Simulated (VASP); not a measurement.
# Co in VASP: single point with PBEsol

Aim: the single point of Co with PBEsol.

All numbers are computed with VASP 6.6.1; they aren't measurements. Logs are shortened: lines on timing, memory, paths and dates and some standing lists are left out, and cuts for length are marked.

## (1) The cell of the first run

The cell holds a slab with vacuum, 12 atoms: a = 5.020 Å, b = 5.020 Å, c = 16.071 Å, α = 90.00°, β = 90.00°, γ = 60.00°.

## (2) Single point, PBEsol, collinear spin, ferromagnetic start

INCAR reads:

```
SYSTEM = Co
PREC     = Accurate       ! precision mode
ENCUT    = 520            ! plane-wave cutoff, eV
EDIFF    = 1E-6           ! SCF threshold, eV
ISMEAR   = -1             ! smearing method
SIGMA    = 0.1            ! smearing width, eV
LREAL    = .False.        ! projectors in reciprocal space
LASPH    = .True.         ! aspherical terms in the spheres
NELM     = 150            ! most SCF steps
ALGO     = Normal         ! electronic algorithm
ISIF     = 2              ! what is computed and relaxed
LWAVE    = .False.        ! write WAVECAR
LCHARG   = .True.         ! write CHGCAR
ISPIN    = 2              ! spin polarisation
MAGMOM   = 1.8 1.8 1.8 1.8 1.8 1.8 1.8 1.8 1.8 1.8 1.8 1.8 ! initial moments
LORBIT   = 11             ! projections on sites
LMAXMIX  = 4              ! l up to which the mixer works
GGA      = PS             ! functional
LELF     = .True.         ! ELF
LVHAR    = .True.       
NBANDS   = 70             ! bands
```

KPOINTS reads:

```
Automatic mesh
0
Gamma
  3 3 1
  0 0 0
```

POSCAR reads:

```
Co
1.0
    5.0200002731      0.0000000000      0.0000000000
    2.5100001365      4.3474477635      0.0000000000
    0.0000000000      0.0000000000     16.0712200000
Co
12
Direct
    0.0000000000      0.0000000000      0.0622230167
    0.5000000000      0.0000000000      0.0622230167
    0.0000000000      0.5000000000      0.0622230167
    0.5000000000      0.5000000000      0.0622230167
   -0.1666666667      0.3333333333      0.1816683548
    0.3333333333      0.3333333333      0.1816683548
   -0.1666666667      0.8333333333      0.1816683548
    0.3333333333      0.8333333333      0.1816683548
    0.0000000000      0.0000000000      0.3010875441
    0.5000000000      0.0000000000      0.3010875441
    0.0000000000      0.5000000000      0.3010875441
    0.5000000000      0.5000000000      0.3010875441
```

Potentials or basis: VASP PAW PBE potentials, release 64 (Co).

Started as:

```
$ cat potpaw_PBE.64/Co/POTCAR > POTCAR
$ mpirun -np 1 vasp_std > vasp.out
```

OUTCAR:

```text
SYSTEM = Co
   PREC = Accurate
   ENCUT = 520
   EDIFF = 1E-6
   ISMEAR = -1
   LREAL = .False.
   LASPH = .True.
   NELM = 150
   ISIF = 2
   ISPIN = 2
   LORBIT = 11
   GGA = PS

 ion  position               nearest neighbor table
   1  0.000  0.000  0.062-   5 2.41   8 2.41   7 2.41   3 2.51   3 2.51   2 2.51   2 2.51   4 2.51
                             4 2.51
   2  0.500  0.000  0.062-   6 2.41   7 2.41   8 2.41   4 2.51   4 2.51   1 2.51   1 2.51   3 2.51
                             3 2.51
   3  0.000  0.500  0.062-   7 2.41   6 2.41   5 2.41   1 2.51   1 2.51   4 2.51   4 2.51   2 2.51
                             2 2.51
   4  0.500  0.500  0.062-   8 2.41   5 2.41   6 2.41   2 2.51   2 2.51   3 2.51   3 2.51   1 2.51
                             1 2.51
   5  0.833  0.333  0.182-   9 2.40  12 2.40  11 2.40   1 2.41   4 2.41   3 2.41   7 2.51   7 2.51
                             6 2.51   6 2.51   8 2.51   8 2.51
   6  0.333  0.333  0.182-  10 2.40  11 2.40  12 2.40   2 2.41   3 2.41   4 2.41   8 2.51   8 2.51
                             5 2.51   5 2.51   7 2.51   7 2.51
   7  0.833  0.833  0.182-  11 2.40  10 2.40   9 2.40   3 2.41   2 2.41   1 2.41   5 2.51   5 2.51
                             8 2.51   8 2.51   6 2.51   6 2.51
   8  0.333  0.833  0.182-  12 2.40   9 2.40  10 2.40   4 2.41   1 2.41   2 2.41   6 2.51   6 2.51
                             7 2.51   7 2.51   5 2.51   5 2.51
   9  0.000  0.000  0.301-   5 2.40   8 2.40   7 2.40  11 2.51  11 2.51  10 2.51  10 2.51  12 2.51
[... 14 lines left out ...]
 A1 = (  -2.5100001365,  -4.3474477635,   0.0000000000)
 A2 = (   5.0200002731,   0.0000000000,   0.0000000000)
 A3 = (   0.0000000000,   0.0000000000,  16.0712200000)

Analysis of symmetry for initial positions (statically):
=====================================================================
 Subroutine PRICEL returns following result:

  LATTYP: Found a hexagonal cell.
 ALAT       =     2.5100001365
 C/A-ratio  =     6.4028761457
[... 12 lines left out ...]
 Subroutine GETGRP returns: Found  6 space group operations
 (whereof  6 operations were pure point group operations)
 out of a pool of 24 trial point group operations.

The static configuration has the point symmetry C_3v.

Analysis of symmetry for dynamics (positions and initial velocities):
=====================================================================
 Subroutine PRICEL returns following result:

  LATTYP: Found a hexagonal cell.
 ALAT       =     2.5100001365
 C/A-ratio  =     6.4028761457
[... 12 lines left out ...]
 Subroutine GETGRP returns: Found  6 space group operations
 (whereof  6 operations were pure point group operations)
 out of a pool of 24 trial point group operations.

The dynamic configuration has the point symmetry C_3v.

Analysis of structural, dynamic, and magnetic symmetry:
[... 363 lines left out ...]
     65       0.4284      0.94072
     66       0.4284      0.94072
 Fermi energy:         0.7047899493

 spin component 2

 k-point     1 :       0.0000    0.0000    0.0000
  band No.  band energies     occupation
      1      -7.5474      1.00000
      2      -5.2734      1.00000
      3      -3.6872      1.00000
      4      -3.2886      1.00000
      5      -3.2886      1.00000
      6      -3.2886      1.00000
[... 196 lines left out ...]
     65       2.1051      0.00000
     66       2.1051      0.00000
 [bands above 66 left out]

------------------------ aborting loop because EDIFF is reached ----------------------------------------

  FORCE on cell =-STRESS in cart. coord.  units (eV):
  Direction    XX          YY          ZZ          XY          YZ          ZX
  --------------------------------------------------------------------------------------
  -------------------------------------------------------------------------------------
  Total      -14.0267267    -14.0267267      0.1813098      0.0000000     -0.0000000     -0.0000000
  in kB      -64.0737229    -64.0737229      0.8282184      0.0000000     -0.0000000     -0.0000000
  external PRESSURE =     -42.4397424 kB  Pullay stress =       0.0000000 kB

 VOLUME and BASIS-vectors are now :
 -----------------------------------------------------------------------------
  energy-cutoff  :      520.00
  volume of cell :      350.74
      direct lattice vectors                 reciprocal lattice vectors
     5.020000273  0.000000000  0.000000000     0.199203176 -0.115010008  0.000000000
     2.510000136  4.347447763  0.000000000     0.000000000  0.230020015  0.000000000
     0.000000000  0.000000000 16.071220000     0.000000000  0.000000000  0.062223030

 POSITION                                       TOTAL-FORCE (eV/Angst)
 -----------------------------------------------------------------------------------
      0.00000      0.00000      1.00000        -0.000000     -0.000000     -0.011827
      2.51000      0.00000      1.00000        -0.000000      0.000000     -0.011827
      1.25500      2.17372      1.00000         0.000000     -0.000000     -0.011827
      3.76500      2.17372      1.00000         0.000000      0.000000     -0.011827
      5.02000      1.44915      2.91963        -0.000000     -0.000000     -0.002626
      2.51000      1.44915      2.91963         0.000000      0.000000     -0.002626
      6.27500      3.62287      2.91963         0.000000     -0.000000     -0.002626
      3.76500      3.62287      2.91963        -0.000000     -0.000000     -0.002626
      0.00000      0.00000      4.83884        -0.000000     -0.000000      0.014454
      2.51000      0.00000      4.83884         0.000000     -0.000000      0.014454
      1.25500      2.17372      4.83884        -0.000000     -0.000000      0.014454
      3.76500      2.17372      4.83884         0.000000     -0.000000      0.014454
 -----------------------------------------------------------------------------------
    total drift:                               -0.000001     -0.000000      0.001079

  FREE ENERGIE OF THE ION-ELECTRON SYSTEM (eV)
  ---------------------------------------------------
  free  energy   TOTEN  =       -86.1060360380 eV

  energy  without entropy=      -85.6785229793  energy(sigma->0) =      -85.89227951

 total charge

# of ion       s       p       d       tot
------------------------------------------
    1        0.491   0.415   7.232   8.138
    2        0.491   0.415   7.232   8.138
    3        0.491   0.415   7.232   8.138
    4        0.491   0.415   7.232   8.138
    5        0.495   0.553   7.286   8.333
    6        0.495   0.553   7.286   8.333
    7        0.495   0.553   7.286   8.333
    8        0.495   0.553   7.286   8.333
    9        0.491   0.415   7.232   8.138
   10        0.491   0.415   7.232   8.138
   11        0.491   0.415   7.232   8.138
   12        0.491   0.415   7.232   8.138
--------------------------------------------------
tot          5.904   5.531  87.001  98.436

 magnetization (x)

# of ion       s       p       d       tot
------------------------------------------
    1       -0.005  -0.036   1.783   1.742
    2       -0.005  -0.036   1.783   1.742
    3       -0.005  -0.036   1.783   1.742
    4       -0.005  -0.036   1.783   1.742
    5       -0.020  -0.054   1.749   1.676
    6       -0.020  -0.054   1.749   1.676
    7       -0.020  -0.054   1.749   1.676
    8       -0.020  -0.054   1.749   1.676
    9       -0.005  -0.036   1.783   1.741
   10       -0.005  -0.036   1.783   1.741
   11       -0.005  -0.036   1.783   1.741
   12       -0.005  -0.036   1.783   1.741
--------------------------------------------------
tot         -0.119  -0.504  21.261  20.637
```

Wall time 6.9 min (1 thread of Intel Xeon Platinum 8488C (Sapphire Rapids), shared host); peak memory 0.64 GiB.

What came out:

| Property | Result |
| --- | --- |
| Free energy | -86.1060 eV |
| Largest force | 0.014 eV/Å |
| Net moment | 20.56 μB per cell |
| Site moments | Co +1.74, +1.68 (each value once) μB |
| Valence electrons inside the program's atomic spheres | Co 8.14, 8.33 (each value once) |

Forces in eV/Å, atoms in the order of the input:
```
Co   0.000  0.000 -0.012
Co   0.000  0.000 -0.012
Co   0.000  0.000 -0.012
Co   0.000  0.000 -0.012
Co   0.000  0.000 -0.003
Co   0.000  0.000 -0.003
Co   0.000  0.000 -0.003
Co   0.000  0.000 -0.003
Co   0.000  0.000  0.014
Co   0.000  0.000  0.014
Co   0.000  0.000  0.014
Co   0.000  0.000  0.014
```

Levels at points of the mesh, in eV from the Fermi level:
Spin up:
```tsv
k point	band 61	band 62	band 63	band 64	band 65	band 66	band 67	band 68
(0.00, 0.00, 0.00)	-0.46	-0.46	-0.46	0.50	1.09	1.09	1.09	1.82
```
Spin down:
```tsv
k point	band 41	band 42	band 43	band 44	band 45	band 46	band 47	band 48
(0.00, 0.00, 0.00)	0.13	0.13	0.17	0.17	0.59	0.69	0.69	0.69
```

Caveat: the k points lie up to 0.48 Å⁻¹ apart; the PAW data sets were made with another functional, which shifts forces and pressure a little.
